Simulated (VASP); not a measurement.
# In2SiS5 (F-43m) in VASP: notebook

In2SiS5 is run at these levels: PBE; tasks: single point, relaxation of cell and atoms.

Program: VASP 6.6.1. These are calculated values, not measurements. Logs are shortened: lines on timing, memory, paths and dates and some standing lists are left out, and cuts for length are marked.

## Step 1: The cell of the first run

Symmetry: F-43m, No. 216, cubic system. The conventional cell has a = 10.476 Å, b = 10.476 Å, c = 10.476 Å, α = 90.00°, β = 90.00°, γ = 90.00°. Within 5.7 Å of In (site symmetry -43m) lie 16 S at 4.37 to 4.54 Å and 4 In at 4.54 Å and 6 Si at 5.24 Å. In (site symmetry -43m) has 4 S at 2.43 Å within 3.2 Å. Si (site symmetry -43m) has 4 S at 2.11 Å within 2.8 Å. Within 5.7 Å of S (site symmetry -43m) lie 12 S at 4.32 Å and 10 In at 4.54 to 5.24 Å and 4 Si at 4.54 Å. S (site symmetry 3m) has 1 Si at 2.11 Å and 1 In at 2.43 Å within 2.8 Å.

## Step 2: Single point, PBE

Input file INCAR:

```
SYSTEM = In2SiS5
ALGO = Normal
EDIFF = 1E-7
ENCUT = 520
GGA = PE
ISIF = 2
ISMEAR = 0
LASPH = .True.
LCHARG = .True.
LELF = .True.
LREAL = .False.
LVHAR = .True.
LWAVE = .False.
NBANDS = 40
NELM = 80
PREC = Accurate
SIGMA = 0.15
```

Input file KPOINTS:

```
k-points
0
Gamma
  2 2 2
  0 0 0
```

Input file POSCAR:

```
In2SiS5
1.0
    0.0000000000      5.2380266648      5.2380266648
    5.2380266648      0.0000000000      5.2380266648
    5.2380266648      5.2380266648      0.0000000000
In Si S
2 1 5
Direct
    0.0000000000      0.0000000000      0.0000000000
    0.2500000000      0.2500000000      0.2500000000
    0.5000000000      0.5000000000      0.5000000000
    0.7500000000      0.7500000000      0.7500000000
    0.3837923714      0.3837923714      0.3837923714
    0.3837923714      0.3837923714      0.8486228859
    0.3837923714      0.8486228859      0.3837923714
    0.8486228859      0.3837923714      0.3837923714
```

Potentials or basis: VASP PAW PBE potentials, release 64 (In_d, Si, S).

On the command line:

```sh
$ cat potpaw_PBE.64/In_d/POTCAR potpaw_PBE.64/Si/POTCAR potpaw_PBE.64/S/POTCAR > POTCAR
$ mpirun -np 1 vasp_std > vasp.out
```

OUTCAR:

```text
SYSTEM = In2SiS5
   EDIFF = 1E-7
   ENCUT = 520
   GGA = PE
   ISIF = 2
   ISMEAR = 0
   LASPH = .True.
   LREAL = .False.
   NELM = 80
   PREC = Accurate

 ion  position               nearest neighbor table
   1  0.000  0.000  0.000-
   2  0.250  0.250  0.250-   6 2.43   7 2.43   8 2.43   5 2.43
   3  0.500  0.500  0.500-   5 2.11   6 2.11   7 2.11   8 2.11
   4  0.750  0.750  0.750-
   5  0.384  0.384  0.384-   3 2.11   2 2.43
   6  0.384  0.384  0.849-   3 2.11   2 2.43
   7  0.384  0.849  0.384-   3 2.11   2 2.43
   8  0.849  0.384  0.384-   3 2.11   2 2.43

  LATTYP: Found a face centered cubic cell.
 ALAT       =    10.4760533296

  Lattice vectors:

 A1 = (   0.0000000000,   5.2380266648,   5.2380266648)
 A2 = (   5.2380266648,   0.0000000000,   5.2380266648)
 A3 = (   5.2380266648,   5.2380266648,   0.0000000000)

Analysis of symmetry for initial positions (statically):
=====================================================================
 Subroutine PRICEL returns:
 Original cell was already a primitive cell.

 Routine SETGRP: Setting up the symmetry group for a
 face centered cubic supercell.

 Subroutine GETGRP returns: Found 24 space group operations
 (whereof 24 operations were pure point group operations)
 out of a pool of 48 trial point group operations.

The static configuration has the point symmetry T_d .

Analysis of symmetry for dynamics (positions and initial velocities):
=====================================================================
 Subroutine PRICEL returns:
 Original cell was already a primitive cell.

 Routine SETGRP: Setting up the symmetry group for a
 face centered cubic supercell.

 Subroutine GETGRP returns: Found 24 space group operations
 (whereof 24 operations were pure point group operations)
 out of a pool of 48 trial point group operations.

The dynamic configuration has the point symmetry T_d .

 Subroutine INISYM returns: Found 24 space group operations
 (whereof 24 operations are pure point group operations),
 and found     1 'primitive' translations

----------------------------------------------------------------------------------------

                                     Primitive cell

  volume of cell :     287.4307

  direct lattice vectors                    reciprocal lattice vectors
     0.000000000  5.238026665  5.238026665    -0.095455795  0.095455795  0.095455795
     5.238026665  0.000000000  5.238026665     0.095455795 -0.095455795  0.095455795
     5.238026665  5.238026665  0.000000000     0.095455795  0.095455795 -0.095455795

  length of vectors
     7.407688349  7.407688349  7.407688349     0.165334287  0.165334287  0.165334287

  position of ions in fractional coordinates (direct lattice)
     0.000000000  0.000000000  0.000000000
     0.250000000  0.250000000  0.250000000
     0.500000000  0.500000000  0.500000000
     0.750000000  0.750000000  0.750000000
     0.383792371  0.383792371  0.383792371
     0.383792371  0.383792371  0.848622886
     0.383792371  0.848622886  0.383792371
     0.848622886  0.383792371  0.383792371

  ion indices of the primitive-cell ions
   primitive index   ion index
                 1           1
                 2           2
                 3           3
                 4           4
                 5           5
                 6           6
                 7           7
                 8           8

----------------------------------------------------------------------------------------

 KPOINTS: k-points

Automatic generation of k-mesh.
 Grid dimensions read from file:
 generate k-points for:    2    2    2

 Generating k-lattice:

  Cartesian coordinates                     Fractional coordinates (reciprocal lattice)
    -0.047727898  0.047727898  0.047727898     0.500000000  0.000000000  0.000000000
     0.047727898 -0.047727898  0.047727898     0.000000000  0.500000000  0.000000000
     0.047727898  0.047727898 -0.047727898     0.000000000  0.000000000  0.500000000

  Length of vectors
     0.082667143  0.082667143  0.082667143

  Shift w.r.t. Gamma in fractional coordinates (k-lattice)
     0.000000000  0.000000000  0.000000000

 Subroutine IBZKPT returns following result:
 ===========================================

 Found      3 irreducible k-points:

 Following reciprocal coordinates:
            Coordinates               Weight
  0.000000  0.000000  0.000000      1.000000
  0.500000  0.000000  0.000000      4.000000
  0.500000  0.500000  0.000000      3.000000
   k-points           NKPTS =      3   k-points in BZ     NKDIM =      3   number of bands    NBANDS=     40
   number of dos      NEDOS =    301   number of ions     NIONS =      8
   total plane-waves  NPLWV = 175616
   dimension x,y,z NGX =    56 NGY =   56 NGZ =   56
   dimension x,y,z NGXF=   112 NGYF=  112 NGZF=  112
   ions per type =               2   1   5
   NGX,Y,Z   is equivalent  to a cutoff of  12.57, 12.57, 12.57 a.u.
   NGXF,Y,Z  is equivalent  to a cutoff of  25.14, 25.14, 25.14 a.u.
 SYSTEM =  In2SiS5
   PREC   = accura    normal or accurate (medium, high low for compatibility)
   ISTART =      0    job   : 0-new  1-cont  2-samecut
   ICHARG =      2    charge: 1-file 2-atom 10-const
   ISPIN  =      1    spin polarized calculation?
   LNONCOLLINEAR =      F non collinear calculations
   LSORBIT =      F    spin-orbit coupling
   LASPH  =      T    aspherical Exc in radial PAW
   ENCUT  =  520.0 eV  38.22 Ry    6.18 a.u.  13.77 13.77 13.77*2*pi/ulx,y,z
   NELM   =     80;   NELMIN=  2; NELMDL= -5     # of ELM steps
   EDIFF  = 0.1E-06   stopping-criterion for ELM
   LREAL  =      F    real-space projection
   EDIFFG = 0.1E-05   stopping-criterion for IOM
   NSW    =      0    number of steps for IOM
   IBRION =     -1    ionic relax: 0-MD 1-quasi-New 2-CG
   NFREE  =      0    steps in history (QN), initial steepest desc. (CG)
   ISIF   =      2    stress and relaxation
   ISYM   =      2    0-nonsym 1-usesym 2-fastsym
   POTIM  = 0.5000    time-step for ionic-motion
   TEBEG  =    0.0;   TEEND  =   0.0 temperature during run
   PSTRESS=    0.0 pullay stress
   NELECT =      60.0000    total number of electrons
   NUPDOWN=      -1.0000    fix difference up-down
   EMIN   =  10.00;   EMAX   =-10.00  energy-range for DOS
   EFERMI =   0.00;   METHOD = LEGACY
   ISMEAR =     0;   SIGMA  =   0.15  broadening in eV -4-tet -1-fermi 0-gaus
   EFERMI_NEDOS =   21; number of points for ismear=-14 and -15
   IALGO  =     38    algorithm
   IMIX   =      4    mixing-type and parameters
     AMIX     =   0.40;   BMIX     =  1.00
     AMIX_MAG =   1.60;   BMIX_MAG =  1.00
  volume/ion in A,a.u.               =      35.93       242.46
  Fermi-wavevector in a.u.,A,eV,Ry     =   0.971138  1.835184 12.831773  0.943109
  Thomas-Fermi vector in A             =   2.101330
   LORBIT       =      0    0 simple, 1 ext, 2 COOP (PROOUT), +10 PAW based schemes
   GGA     = PE    functional components
   LHFCALC =     F    Hartree Fock is set to
   AEXX    =    0.0000 exact exchange contribution
   IVDW    =     0    specifies the selected vdW correction
   LEPSILON=     F    determine dielectric tensor
   LRPA    =     F    only Hartree local field effects (RPA)
 non-spin polarized calculation
 Gauss-broadening in eV      SIGMA  =   0.15
  energy-cutoff  :      520.00
  volume of cell :      287.43
 maximum number of plane-waves:      7799
 NGX is ok and might be reduce to    56
   NGX = 27   NGY = 27   NGZ = 27

 number of electron      60.0000001 magnetization

 Free energy of the ion-electron system (eV)
  ---------------------------------------------------
  ext. energy  EPLUGINS =         0.00000000
  ---------------------------------------------------
  free energy    TOTEN  =       -27.78595463 eV

  energy without entropy =      -27.53393592  energy(sigma->0) =      -27.65994527

 E-fermi :   0.5732     XC(G=0):  -7.2640

 val. band max:        0.5268480028   @ k =   0.5000   0.5000   0.0000
 cond. band min:       0.5745343806   @ k =   0.5000   0.0000   0.0000
 fundamental gap:      0.0476863777
 Fermi energy:         0.5731682621

 k-point     1 :       0.0000    0.0000    0.0000
  band No.  band energies     occupation
      1     -14.2423      2.00000
      2     -14.2423      2.00000
      3     -14.2423      2.00000
      4     -14.0339      2.00000
      5     -14.0338      2.00000
      6     -14.0338      2.00000
[... 32 lines left out ...]
     39       6.2909      0.00000
     40       7.7708      0.00000

 k-point     2 :       0.5000    0.0000    0.0000
  band No.  band energies     occupation
      1     -14.2686      2.00000
      2     -14.2419      2.00000
      3     -14.2419      2.00000
      4     -14.0339      2.00000
      5     -14.0338      2.00000
      6     -14.0338      2.00000
[... 32 lines left out ...]
     39       6.1563      0.00000
     40       7.5239      0.00000

 k-point     3 :       0.5000    0.5000    0.0000
  band No.  band energies     occupation
      1     -14.2775      2.00000
      2     -14.2414      2.00000
      3     -14.2414      2.00000
      4     -14.0340      2.00000
      5     -14.0337      2.00000
      6     -14.0337      2.00000
[... 32 lines left out ...]
     39       6.8071      0.00000
     40       6.8636      0.00000

------------------------ aborting loop because EDIFF is reached ----------------------------------------

  FORCE on cell =-STRESS in cart. coord.  units (eV):
  Direction    XX          YY          ZZ          XY          YZ          ZX
  --------------------------------------------------------------------------------------
  -------------------------------------------------------------------------------------
  Total       -0.0540244     -0.0540244     -0.0540244      0.0000000      0.0000000     -0.0000000
  in kB       -0.3011391     -0.3011391     -0.3011391      0.0000000      0.0000000     -0.0000000
  external PRESSURE =      -0.3011391 kB  Pullay stress =       0.0000000 kB

 VOLUME and BASIS-vectors are now :
 -----------------------------------------------------------------------------
  energy-cutoff  :      520.00
  volume of cell :      287.43
      direct lattice vectors                 reciprocal lattice vectors
     0.000000000  5.238026665  5.238026665    -0.095455795  0.095455795  0.095455795
     5.238026665  0.000000000  5.238026665     0.095455795 -0.095455795  0.095455795
     5.238026665  5.238026665  0.000000000     0.095455795  0.095455795 -0.095455795

 POSITION                                       TOTAL-FORCE (eV/Angst)
 -----------------------------------------------------------------------------------
      0.00000      0.00000      0.00000         0.000000     -0.000000      0.000000
      2.61901      2.61901      2.61901         0.000000     -0.000000      0.000000
      5.23803      5.23803      5.23803         0.000000     -0.000000      0.000000
      7.85704      7.85704      7.85704         0.000000      0.000000      0.000000
      4.02063      4.02063      4.02063         0.079035      0.079035      0.079035
      6.45542      6.45542      4.02063        -0.079035     -0.079035      0.079035
      6.45542      4.02063      6.45542        -0.079035      0.079035     -0.079035
      4.02063      6.45542      6.45542         0.079035     -0.079035     -0.079035
 -----------------------------------------------------------------------------------
    total drift:                               -0.000000     -0.000000     -0.000000

  FREE ENERGIE OF THE ION-ELECTRON SYSTEM (eV)
  ---------------------------------------------------
  free  energy   TOTEN  =       -27.7859546252 eV

  energy  without entropy=      -27.5339359217  energy(sigma->0) =      -27.65994527
```

It took 1.8 min on 1 thread of AMD EPYC 7R43 (Zen 3), shared host; peak memory 0.37 GiB.

Results:

```yaml
Free_energy: -27.7860 eV
Pressure: 0.0 GPa
Largest_force: 0.137 eV/Å
Band_gap_on_the_k_mesh: zero (band 30 reaches 0.57 eV, above the bottom of band 31 at 0.50 eV)
```

Forces in eV/Å, atoms in the order of the input:
```
In   0.000  0.000  0.000
In   0.000  0.000  0.000
Si   0.000  0.000  0.000
S    0.000  0.000  0.000
S    0.079  0.079  0.079
S   -0.079 -0.079  0.079
S   -0.079  0.079 -0.079
S    0.079 -0.079 -0.079
```

Caveat: the k points lie up to 0.52 Å⁻¹ apart; spin-orbit coupling is left out, which moves the levels of the heavy elements.

(Part 1 of 2 ends here.)
